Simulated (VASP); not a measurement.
# LiCl (Fm-3m) in VASP: single point with PBE

Aim: the single point of LiCl with PBE.

Program: VASP 6.6.1. These are calculated values, not measurements. Logs are shortened: lines on timing, memory, paths and dates and some standing lists are left out, and cuts for length are marked.

## (1) The cell of the first run

It takes space group Fm-3m (No. 225, cubic). The conventional cell has a = 5.155 Å, b = 5.155 Å, c = 5.155 Å, α = 90.00°, β = 90.00°, γ = 90.00°. Within 3.4 Å of Li (site symmetry m-3m) lie 6 Cl at 2.58 Å. Within 3.4 Å of Cl (site symmetry m-3m) lie 6 Li at 2.58 Å.

## (2) Single point, PBE

Contents of INCAR:

```
SYSTEM = LiCl
PREC = Accurate
ENCUT = 520
EDIFF = 1E-6
ISMEAR = 0
SIGMA = 0.2839
LREAL = .FALSE.
LASPH = .TRUE.
NELM = 100
ALGO = Normal
ISIF = 2
LWAVE = .FALSE.
LCHARG = .FALSE.
GGA = PE
NBANDS = 12
```

Contents of KPOINTS:

```
regular mesh
0
G
  9 9 9
  0 0 0
```

Contents of POSCAR:

```
LiCl
1.0
    0.0000000000      2.5773890000      2.5773890000
    2.5773890000      0.0000000000      2.5773890000
    2.5773890000      2.5773890000      0.0000000000
Li Cl
1 1
Direct
    0.0000000000      0.0000000000      0.0000000000
    0.5000000000      0.5000000000      0.5000000000
```

Potentials or basis: VASP PAW PBE potentials, release 64 (Li_sv, Cl).

Started as:

```
cat potpaw_PBE.64/Li_sv/POTCAR potpaw_PBE.64/Cl/POTCAR > POTCAR
mpirun -np 1 vasp_std > vasp.out
```

OUTCAR:

```text
SYSTEM = LiCl
   PREC = Accurate
   ENCUT = 520
   EDIFF = 1E-6
   ISMEAR = 0
   LREAL = .FALSE.
   LASPH = .TRUE.
   NELM = 100
   ISIF = 2
   GGA = PE

 ion  position               nearest neighbor table
   1  0.000  0.000  0.000-   2 2.58   2 2.58   2 2.58   2 2.58   2 2.58   2 2.58
   2  0.500  0.500  0.500-   1 2.58   1 2.58   1 2.58   1 2.58   1 2.58   1 2.58

  LATTYP: Found a face centered cubic cell.
 ALAT       =     5.1547780000

  Lattice vectors:

 A1 = (   0.0000000000,   2.5773890000,   2.5773890000)
 A2 = (   2.5773890000,   0.0000000000,   2.5773890000)
 A3 = (   2.5773890000,   2.5773890000,   0.0000000000)

Analysis of symmetry for initial positions (statically):
=====================================================================
 Subroutine PRICEL returns:
 Original cell was already a primitive cell.

 Routine SETGRP: Setting up the symmetry group for a
 face centered cubic supercell.

 Subroutine GETGRP returns: Found 48 space group operations
 (whereof 48 operations were pure point group operations)
 out of a pool of 48 trial point group operations.

The static configuration has the point symmetry O_h .

Analysis of symmetry for dynamics (positions and initial velocities):
=====================================================================
 Subroutine PRICEL returns:
 Original cell was already a primitive cell.

 Routine SETGRP: Setting up the symmetry group for a
 face centered cubic supercell.

 Subroutine GETGRP returns: Found 48 space group operations
 (whereof 48 operations were pure point group operations)
 out of a pool of 48 trial point group operations.

The dynamic configuration has the point symmetry O_h .

 Subroutine INISYM returns: Found 48 space group operations
 (whereof 48 operations are pure point group operations),
 and found     1 'primitive' translations

----------------------------------------------------------------------------------------

                                     Primitive cell

  volume of cell :      34.2429

  direct lattice vectors                    reciprocal lattice vectors
     0.000000000  2.577389000  2.577389000    -0.193994775  0.193994775  0.193994775
     2.577389000  0.000000000  2.577389000     0.193994775 -0.193994775  0.193994775
     2.577389000  2.577389000  0.000000000     0.193994775  0.193994775 -0.193994775

  length of vectors
     3.644978479  3.644978479  3.644978479     0.336008807  0.336008807  0.336008807

  position of ions in fractional coordinates (direct lattice)
     0.000000000  0.000000000  0.000000000
     0.500000000  0.500000000  0.500000000

  ion indices of the primitive-cell ions
   primitive index   ion index
                 1           1
                 2           2

----------------------------------------------------------------------------------------

 KPOINTS: regular mesh

Automatic generation of k-mesh.
 Grid dimensions read from file:
 generate k-points for:    9    9    9

 Generating k-lattice:

  Cartesian coordinates                     Fractional coordinates (reciprocal lattice)
    -0.021554975  0.021554975  0.021554975     0.111111111  0.000000000  0.000000000
     0.021554975 -0.021554975  0.021554975     0.000000000  0.111111111  0.000000000
     0.021554975  0.021554975 -0.021554975     0.000000000  0.000000000  0.111111111

  Length of vectors
     0.037334312  0.037334312  0.037334312

  Shift w.r.t. Gamma in fractional coordinates (k-lattice)
     0.000000000  0.000000000  0.000000000

 Subroutine IBZKPT returns following result:
 ===========================================

 Found     35 irreducible k-points:

 Following reciprocal coordinates:
            Coordinates               Weight
  0.000000  0.000000  0.000000      1.000000
  0.111111  0.000000  0.000000      8.000000
  0.222222  0.000000  0.000000      8.000000
  0.333333  0.000000  0.000000      8.000000
  0.444444  0.000000  0.000000      8.000000
  0.111111  0.111111  0.000000      6.000000
[... 16 lines left out ...]
 -0.333333  0.333333  0.000000     12.000000
  0.444444  0.444444  0.000000      6.000000
 [... further k-points ...]
   k-points           NKPTS =     35   k-points in BZ     NKDIM =     35   number of bands    NBANDS=     12
   number of dos      NEDOS =    301   number of ions     NIONS =      2
   total plane-waves  NPLWV =  21952
   dimension x,y,z NGX =    28 NGY =   28 NGZ =   28
   dimension x,y,z NGXF=    56 NGYF=   56 NGZF=   56
   ions per type =               1   1
   NGX,Y,Z   is equivalent  to a cutoff of  12.77, 12.77, 12.77 a.u.
   NGXF,Y,Z  is equivalent  to a cutoff of  25.54, 25.54, 25.54 a.u.
 SYSTEM =  LiCl
   PREC   = accura    normal or accurate (medium, high low for compatibility)
   ISTART =      0    job   : 0-new  1-cont  2-samecut
   ICHARG =      2    charge: 1-file 2-atom 10-const
   ISPIN  =      1    spin polarized calculation?
   LNONCOLLINEAR =      F non collinear calculations
   LSORBIT =      F    spin-orbit coupling
   LASPH  =      T    aspherical Exc in radial PAW
   ENCUT  =  520.0 eV  38.22 Ry    6.18 a.u.   6.78  6.78  6.78*2*pi/ulx,y,z
   NELM   =    100;   NELMIN=  2; NELMDL= -5     # of ELM steps
   EDIFF  = 0.1E-05   stopping-criterion for ELM
   LREAL  =      F    real-space projection
[... 7 lines left out ...]
   TEBEG  =    0.0;   TEEND  =   0.0 temperature during run
   PSTRESS=    0.0 pullay stress
   NELECT =      10.0000    total number of electrons
   NUPDOWN=      -1.0000    fix difference up-down
   EMIN   =  10.00;   EMAX   =-10.00  energy-range for DOS
   EFERMI =   0.00;   METHOD = LEGACY
   ISMEAR =     0;   SIGMA  =   0.28  broadening in eV -4-tet -1-fermi 0-gaus
   EFERMI_NEDOS =   21; number of points for ismear=-14 and -15
   IALGO  =     38    algorithm
   IMIX   =      4    mixing-type and parameters
     AMIX     =   0.40;   BMIX     =  1.00
     AMIX_MAG =   1.60;   BMIX_MAG =  1.00
  volume/ion in A,a.u.               =      17.12       115.54
  Fermi-wavevector in a.u.,A,eV,Ry     =   1.086138  2.052503 16.050724  1.179695
  Thomas-Fermi vector in A             =   2.222267
   LORBIT       =      0    0 simple, 1 ext, 2 COOP (PROOUT), +10 PAW based schemes
   GGA     = PE    functional components
   LHFCALC =     F    Hartree Fock is set to
   AEXX    =    0.0000 exact exchange contribution
   IVDW    =     0    specifies the selected vdW correction
   LEPSILON=     F    determine dielectric tensor
   LRPA    =     F    only Hartree local field effects (RPA)
 non-spin polarized calculation
 Gauss-broadening in eV      SIGMA  =   0.28
  energy-cutoff  :      520.00
  volume of cell :       34.24
 maximum number of plane-waves:       944
   NGX = 13   NGY = 13   NGZ = 13

 number of electron      10.0000009 magnetization

 Free energy of the ion-electron system (eV)
  ---------------------------------------------------
  ext. energy  EPLUGINS =         0.00000000
  ---------------------------------------------------
  free energy    TOTEN  =        -7.38618030 eV

  energy without entropy =       -7.38618030  energy(sigma->0) =       -7.38618030

 E-fermi :   1.7970     XC(G=0):  -8.6674

 val. band max:        0.4701401685   @ k =   0.0000   0.0000   0.0000
 cond. band min:       6.7263966257   @ k =   0.0000   0.0000   0.0000
 fundamental gap:      6.2562564571
 Fermi energy:         1.7969912298

 k-point     1 :       0.0000    0.0000    0.0000
  band No.  band energies     occupation
      1     -43.0791      2.00000
      2     -12.8754      2.00000
      3       0.4701      2.00000
      4       0.4701      2.00000
      5       0.4701      2.00000
      6       6.7264      0.00000
      7      12.3957      0.00000
      8      12.3957      0.00000
      9      12.3957      0.00000
     10      14.9094      0.00000
     11      14.9095      0.00000
     12      14.9095      0.00000

 k-point     2 :       0.1111    0.0000    0.0000
  band No.  band energies     occupation
      1     -43.0787      2.00000
      2     -12.8172      2.00000
      3       0.0531      2.00000
      4       0.4382      2.00000
      5       0.4382      2.00000
      6       7.1064      0.00000
      7      11.7117      0.00000
      8      12.3540      0.00000
      9      12.3540      0.00000
     10      13.5746      0.00000
     11      13.5746      0.00000
     12      15.3098      0.00000

 k-point     3 :       0.2222    0.0000    0.0000
  band No.  band energies     occupation
      1     -43.0780      2.00000
      2     -12.6632      2.00000
      3      -0.8422      2.00000
      4       0.3607      2.00000
      5       0.3607      2.00000
      6       7.6131      0.00000
      7      11.2901      0.00000
      8      11.4031      0.00000
      9      11.4031      0.00000
     10      14.0816      0.00000
     11      14.0816      0.00000
     12      15.8031      0.00000

 k-point     4 :       0.3333    0.0000    0.0000
  band No.  band energies     occupation
      1     -43.0772      2.00000
      2     -12.4754      2.00000
      3      -1.7037      2.00000
      4       0.2783      2.00000
      5       0.2783      2.00000
      6       7.5028      0.00000
      7      10.4983      0.00000
      8      10.4983      0.00000
      9      12.0852      0.00000
     10      15.5051      0.00000
     11      15.5051      0.00000
     12      16.3584      0.00000

 k-point     5 :       0.4444    0.0000    0.0000
  band No.  band energies     occupation
      1     -43.0766      2.00000
      2     -12.3443      2.00000
      3      -2.2143      2.00000
      4       0.2275      2.00000
      5       0.2275      2.00000
      6       7.2518      0.00000
      7      10.0228      0.00000
      8      10.0229      0.00000
      9      13.1200      0.00000
     10      17.0531      0.00000
     11      17.1537      0.00000
     12      17.1537      0.00000

 k-point     6 :       0.1111    0.1111    0.0000
  band No.  band energies     occupation
      1     -43.0786      2.00000
      2     -12.7973      2.00000
      3       0.0966      2.00000
      4       0.3281      2.00000
      5       0.3281      2.00000
      6       7.2882      0.00000
      7      11.5825      0.00000
      8      12.2191      0.00000
      9      12.4371      0.00000
     10      12.4371      0.00000
     11      15.2623      0.00000
     12      15.6628      0.00000

 k-point     7 :       0.2222    0.1111    0.0000
  band No.  band energies     occupation
      1     -43.0781      2.00000
      2     -12.6736      2.00000
      3      -0.5945      2.00000
      4       0.1936      2.00000
      5       0.2643      2.00000
      6       7.9178      0.00000
      7      10.9010      0.00000
      8      11.0867      0.00000
      9      12.1484      0.00000
     10      13.0217      0.00000
     11      15.0328      0.00000
     12      16.3083      0.00000

 k-point     8 :       0.3333    0.1111    0.0000
  band No.  band energies     occupation
      1     -43.0773      2.00000
      2     -12.4940      2.00000
      3      -1.4378      2.00000
      4       0.0990      2.00000
      5       0.1368      2.00000
      6       8.0714      0.00000
      7      10.2611      0.00000
      8      11.2415      0.00000
      9      11.2894      0.00000
     10      14.2007      0.00000
     11      16.0985      0.00000
     12      16.9461      0.00000
[... 166 lines left out ...]
 k-point    20 :       0.3333    0.3333    0.0000
  band No.  band energies     occupation
      1     -43.0766      2.00000
      2     -12.3159      2.00000
      3      -1.6848      2.00000
      4      -0.3610      2.00000
      5      -0.3610      2.00000
      6       8.8209      0.00000
      7       9.3475      0.00000
      8      10.9391      0.00000
      9      13.5377      0.00000
     10      13.5377      0.00000
     11      16.6413      0.00000
     12      19.1950      0.00000

 k-point    21 :       0.4444    0.3333    0.0000
  band No.  band energies     occupation
      1     -43.0761      2.00000
      2     -12.1954      2.00000
      3      -2.0076      2.00000
      4      -0.6274      2.00000
      5      -0.4394      2.00000
      6       8.6453      0.00000
      7       9.3366      0.00000
      8      11.5039      0.00000
      9      13.2424      0.00000
     10      14.2344      0.00000
     11      17.8235      0.00000
     12      19.2438      0.00000

 k-point    22 :      -0.4444    0.3333    0.0000
  band No.  band energies     occupation
      1     -43.0759      2.00000
      2     -12.1314      2.00000
      3      -2.0185      2.00000
      4      -1.0823      2.00000
      5      -0.3639      2.00000
      6       8.5582      0.00000
      7      10.1011      0.00000
      8      11.7225      0.00000
      9      12.3404      0.00000
     10      14.4869      0.00000
     11      17.8442      0.00000
     12      19.0321      0.00000

 k-point    23 :      -0.3333    0.3333    0.0000
  band No.  band energies     occupation
      1     -43.0760      2.00000
      2     -12.1581      2.00000
      3      -1.6567      2.00000
      4      -1.5128      2.00000
      5      -0.1596      2.00000
      6       8.5964      0.00000
      7      10.9836      0.00000
      8      11.3500      0.00000
      9      11.4397      0.00000
     10      14.9172      0.00000
     11      16.5083      0.00000
     12      18.7654      0.00000

 k-point    24 :       0.4444    0.4444    0.0000
  band No.  band energies     occupation
      1     -43.0759      2.00000
      2     -12.1195      2.00000
      3      -2.2745      2.00000
      4      -0.5748      2.00000
      5      -0.5748      2.00000
      6       8.3796      0.00000
      7       8.8473      0.00000
      8      12.5092      0.00000
      9      14.3294      0.00000
     10      14.3295      0.00000
     11      17.3218      0.00000
     12      19.1391      0.00000

 [... further k-points ...]
[... 5 lines left out ...]
  --------------------------------------------------------------------------------------
  -------------------------------------------------------------------------------------
  Total       -0.0402577     -0.0402577     -0.0402577     -0.0000000     -0.0000000     -0.0000000
  in kB       -1.8836029     -1.8836029     -1.8836029     -0.0000000     -0.0000000     -0.0000000
  external PRESSURE =      -1.8836029 kB  Pullay stress =       0.0000000 kB

 VOLUME and BASIS-vectors are now :
 -----------------------------------------------------------------------------
  energy-cutoff  :      520.00
  volume of cell :       34.24
      direct lattice vectors                 reciprocal lattice vectors
     0.000000000  2.577389000  2.577389000    -0.193994775  0.193994775  0.193994775
     2.577389000  0.000000000  2.577389000     0.193994775 -0.193994775  0.193994775
     2.577389000  2.577389000  0.000000000     0.193994775  0.193994775 -0.193994775

 POSITION                                       TOTAL-FORCE (eV/Angst)
 -----------------------------------------------------------------------------------
      0.00000      0.00000      0.00000        -0.000000      0.000000      0.000000
      2.57739      2.57739      2.57739         0.000000     -0.000000     -0.000000
 -----------------------------------------------------------------------------------
    total drift:                                0.000000      0.000000      0.000000

  FREE ENERGIE OF THE ION-ELECTRON SYSTEM (eV)
  ---------------------------------------------------
  free  energy   TOTEN  =        -7.3861802974 eV

  energy  without entropy=       -7.3861802974  energy(sigma->0) =       -7.38618030
```

Wall time 6.5 s (1 thread of Intel Xeon 6975P-C (Granite Rapids), shared host); peak memory 0.15 GiB.

Results:

- Free energy: -7.3862 eV
- Band gap on the k mesh: 6.26 eV, direct

Levels at points of the mesh, in eV from the valence-band top:
```tsv
k point	band 3	band 4	band 5	band 6	band 7	band 8
(0.00, 0.00, 0.00)	0.00	0.00	0.00	6.26	11.93	11.93
```

Caveat: the cutoff is under 1.25 times the usual one of these potentials, so pressure, stress and relaxed cells hold a basis-set (Pulay) error. A k mesh can miss the band edges.
